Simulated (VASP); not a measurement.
The system is CdS (Hawleyite).

```
Cd S
1.0
     0.00000    2.95488    2.95488
     2.95488    0.00000    2.95488
     2.95488    2.95488    0.00000
Cd S
1 1
Cartesian
  0.0000 0.0000 0.0000
  4.4323 4.4323 4.4323
```

Base run:

```yaml
Program: VASP 6.6.1
Functional: PBEsol
Potentials_or_basis: VASP PAW PBE potentials, release 64 (Cd, S)
Cutoff: 520 eV
k_mesh: 8 × 8 × 8
Occupations: fermi-dirac, width 0.05 eV
Spin: no spin polarisation
```

Its results: band gap on the k mesh 0.93 eV, direct; pressure -2.1 GPa.

Problem. The run is repeated on the same cell with these changes: functional from PBEsol to r2SCAN; dispersion from none to rVV10. What comes out?

Solution. Band gap on the k mesh 1.44 eV, direct; pressure -1.4 GPa.

Several settings changed at once, so the effect can't be laid on one alone.

Caveats: the PAW data sets were made with another functional, which shifts forces and pressure a little.

